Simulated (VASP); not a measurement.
# PtSe2 (Fd-3m) in VASP: further runs

Runs on PtSe2. Level: PBE. Tasks: single point, relaxation of cell and atoms.

Everything below comes from runs of VASP 6.6.1. Logs are shortened: lines on timing, memory, paths and dates and some standing lists are left out, and cuts for length are marked.

## (1) The cell of the first run

It takes space group Fd-3m (No. 227, cubic). Conventional cell: a = 7.775 Å, b = 7.775 Å, c = 7.775 Å, α = 90.00°, β = 90.00°, γ = 90.00°. Pt (site symmetry -43m) has 12 Se at 3.22 Å and 4 Pt at 3.37 Å within 4.2 Å. Se (site symmetry -3m) has 6 Se at 2.75 Å and 6 Pt at 3.22 Å within 3.6 Å.

## (2) Single point, PBE

File INCAR:

```
SYSTEM = PtSe2
PREC = Accurate
ENCUT = 520
EDIFF = 1E-7
ISMEAR = 0
SIGMA = 0.1
LREAL = .FALSE.
LASPH = .TRUE.
NELM = 60
ALGO = Normal
ISIF = 2
LWAVE = .FALSE.
LCHARG = .TRUE.
GGA = PE
LELF = .TRUE.
LVHAR = .TRUE.
NBANDS = 31
```

File KPOINTS:

```
Automatic mesh
0
G
  4 4 4
  0 0 0
```

File POSCAR:

```
PtSe2
1.0
    0.0000000000      3.8873386064      3.8873386064
    3.8873386064      0.0000000000      3.8873386064
    3.8873386064      3.8873386064      0.0000000000
Pt Se
2 4
Direct
    0.0000000000      0.0000000000      0.0000000000
    0.2500000000      0.2500000000      0.2500000000
    0.6250000000      0.6250000000      0.6250000000
    0.1250000000      0.6250000000      0.6250000000
    0.6250000000      0.6250000000      0.1250000000
    0.6250000000      0.1250000000      0.6250000000
```

Potentials or basis: VASP PAW PBE potentials, release 64 (Pt, Se).

The run is started by

```
> cat potpaw_PBE.64/Pt/POTCAR potpaw_PBE.64/Se/POTCAR > POTCAR
> mpirun -np 1 vasp_std > vasp.out
```

OUTCAR:

```text
SYSTEM = PtSe2
   PREC = Accurate
   ENCUT = 520
   EDIFF = 1E-7
   ISMEAR = 0
   LREAL = .FALSE.
   LASPH = .TRUE.
   NELM = 60
   ISIF = 2
   GGA = PE

 ion  position               nearest neighbor table
   1  0.000  0.000  0.000-   2 3.37   2 3.37   2 3.37   2 3.37
   2  0.250  0.250  0.250-   1 3.37   1 3.37   1 3.37   1 3.37
   3  0.625  0.625  0.625-   4 2.75   5 2.75   6 2.75   5 2.75   6 2.75   4 2.75
   4  0.125  0.625  0.625-   3 2.75   5 2.75   6 2.75   3 2.75   5 2.75   6 2.75
   5  0.625  0.625  0.125-   3 2.75   3 2.75   4 2.75   6 2.75   6 2.75   4 2.75
   6  0.625  0.125  0.625-   3 2.75   5 2.75   3 2.75   4 2.75   5 2.75   4 2.75

  LATTYP: Found a face centered cubic cell.
 ALAT       =     7.7746772128

  Lattice vectors:

 A1 = (   0.0000000000,   3.8873386064,   3.8873386064)
 A2 = (   3.8873386064,   0.0000000000,   3.8873386064)
 A3 = (   3.8873386064,   3.8873386064,   0.0000000000)

Analysis of symmetry for initial positions (statically):
=====================================================================
 Subroutine PRICEL returns:
 Original cell was already a primitive cell.

 Routine SETGRP: Setting up the symmetry group for a
 face centered cubic supercell.

 Subroutine GETGRP returns: Found 48 space group operations
 (whereof 24 operations were pure point group operations)
 out of a pool of 48 trial point group operations.

The static configuration has the point symmetry T_d .
 The point group associated with its full space group is O_h .

Analysis of symmetry for dynamics (positions and initial velocities):
=====================================================================
 Subroutine PRICEL returns:
 Original cell was already a primitive cell.

 Routine SETGRP: Setting up the symmetry group for a
 face centered cubic supercell.

 Subroutine GETGRP returns: Found 48 space group operations
 (whereof 24 operations were pure point group operations)
 out of a pool of 48 trial point group operations.

The dynamic configuration has the point symmetry T_d .
 The point group associated with its full space group is O_h .

 Subroutine INISYM returns: Found 48 space group operations
 (whereof 24 operations are pure point group operations),
 and found     1 'primitive' translations

----------------------------------------------------------------------------------------

[... 83 lines left out ...]
   EDIFF  = 0.1E-06   stopping-criterion for ELM
   LREAL  =      F    real-space projection
   EDIFFG = 0.1E-05   stopping-criterion for IOM
   NSW    =      0    number of steps for IOM
   IBRION =     -1    ionic relax: 0-MD 1-quasi-New 2-CG
   NFREE  =      0    steps in history (QN), initial steepest desc. (CG)
   ISIF   =      2    stress and relaxation
   ISYM   =      2    0-nonsym 1-usesym 2-fastsym
   POTIM  = 0.5000    time-step for ionic-motion
   TEBEG  =    0.0;   TEEND  =   0.0 temperature during run
   PSTRESS=    0.0 pullay stress
   NELECT =      44.0000    total number of electrons
   NUPDOWN=      -1.0000    fix difference up-down
   EMIN   =  10.00;   EMAX   =-10.00  energy-range for DOS
   EFERMI =   0.00;   METHOD = LEGACY
   ISMEAR =     0;   SIGMA  =   0.10  broadening in eV -4-tet -1-fermi 0-gaus
   EFERMI_NEDOS =   21; number of points for ismear=-14 and -15
   IALGO  =     38    algorithm
   IMIX   =      4    mixing-type and parameters
     AMIX     =   0.40;   BMIX     =  1.00
     AMIX_MAG =   1.60;   BMIX_MAG =  1.00
  volume/ion in A,a.u.               =      19.58       132.14
  Fermi-wavevector in a.u.,A,eV,Ry     =   1.180040  2.229952 18.946033  1.392494
  Thomas-Fermi vector in A             =   2.316340
   LORBIT       =      0    0 simple, 1 ext, 2 COOP (PROOUT), +10 PAW based schemes
   GGA     = PE    functional components
   LHFCALC =     F    Hartree Fock is set to
   AEXX    =    0.0000 exact exchange contribution
   IVDW    =     0    specifies the selected vdW correction
   LEPSILON=     F    determine dielectric tensor
   LRPA    =     F    only Hartree local field effects (RPA)
 non-spin polarized calculation
 Gauss-broadening in eV      SIGMA  =   0.10
  energy-cutoff  :      520.00
  volume of cell :      117.49
 maximum number of plane-waves:      3178
 NGX is ok and might be reduce to    42
   NGX = 21   NGY = 21   NGZ = 21

 number of electron      44.0000001 magnetization

 Free energy of the ion-electron system (eV)
  ---------------------------------------------------
  ext. energy  EPLUGINS =         0.00000000
  ---------------------------------------------------
  free energy    TOTEN  =       -19.84413613 eV

  energy without entropy =      -19.81347760  energy(sigma->0) =      -19.82880687

 E-fermi :   6.6941     XC(G=0): -11.1220

 val. band max:        6.6828149547   @ k =   0.5000   0.5000   0.0000
 cond. band min:       6.7048840167   @ k =   0.5000   0.0000   0.0000
 fundamental gap:      0.0220690621
 Fermi energy:         6.6940505428

 k-point     1 :       0.0000    0.0000    0.0000
  band No.  band energies     occupation
      1     -10.3738      2.00000
      2      -5.9582      2.00000
      3      -5.9582      2.00000
      4      -5.9582      2.00000
      5      -2.3868      2.00000
      6       0.2962      2.00000
[... 261 lines left out ...]
     30      11.7168      0.00000
     31      13.3693      0.00000

------------------------ aborting loop because EDIFF is reached ----------------------------------------

  FORCE on cell =-STRESS in cart. coord.  units (eV):
  Direction    XX          YY          ZZ          XY          YZ          ZX
  --------------------------------------------------------------------------------------
  -------------------------------------------------------------------------------------
  Total       -0.0374682     -0.0374682     -0.0374682      0.0000000      0.0000000      0.0000000
  in kB       -0.5109598     -0.5109598     -0.5109598      0.0000000      0.0000000      0.0000000
  external PRESSURE =      -0.5109598 kB  Pullay stress =       0.0000000 kB

 VOLUME and BASIS-vectors are now :
 -----------------------------------------------------------------------------
  energy-cutoff  :      520.00
  volume of cell :      117.49
      direct lattice vectors                 reciprocal lattice vectors
     0.000000000  3.887338606  3.887338606    -0.128622703  0.128622703  0.128622703
     3.887338606  0.000000000  3.887338606     0.128622703 -0.128622703  0.128622703
     3.887338606  3.887338606  0.000000000     0.128622703  0.128622703 -0.128622703

 POSITION                                       TOTAL-FORCE (eV/Angst)
 -----------------------------------------------------------------------------------
      0.00000      0.00000      0.00000        -0.000000     -0.000000     -0.000000
      1.94367      1.94367      1.94367         0.000000      0.000000      0.000000
      4.85917      4.85917      4.85917        -0.000000     -0.000000     -0.000000
      4.85917      2.91550      2.91550        -0.000000     -0.000000     -0.000000
      2.91550      2.91550      4.85917        -0.000000     -0.000000     -0.000000
      2.91550      4.85917      2.91550        -0.000000     -0.000000     -0.000000
 -----------------------------------------------------------------------------------
    total drift:                               -0.000000     -0.000000      0.000000

  FREE ENERGIE OF THE ION-ELECTRON SYSTEM (eV)
  ---------------------------------------------------
  free  energy   TOTEN  =       -19.8441361311 eV

  energy  without entropy=      -19.8134775995  energy(sigma->0) =      -19.82880687
```

stdout:

```text
POSCAR found type information on POSCAR PtSe
 POSCAR found :  2 types and       6 ions
 scaLAPACK will be used
 LDA part: xc-table for (Slater+PW92), standard interpolation
 POSCAR, INCAR and KPOINTS ok, starting setup
 FFT: planning ... GRIDC
 FFT: planning ... GRID_SOFT
 FFT: planning ... GRID
 WAVECAR not read
 entering main loop
```

Run time: 27 s. Hardware: 1 thread of Intel Xeon 6975P-C (Granite Rapids), shared host; peak memory 0.25 GiB.

Results:

* Free energy: -19.8441 eV
* Pressure: -0.1 GPa
* Band gap on the k mesh: zero (bands 22 and 23 overlap by 1.69 eV)

Caveat: spin-orbit coupling is left out, which moves the levels of the heavy elements.

(Part 1 of 3 ends here.)
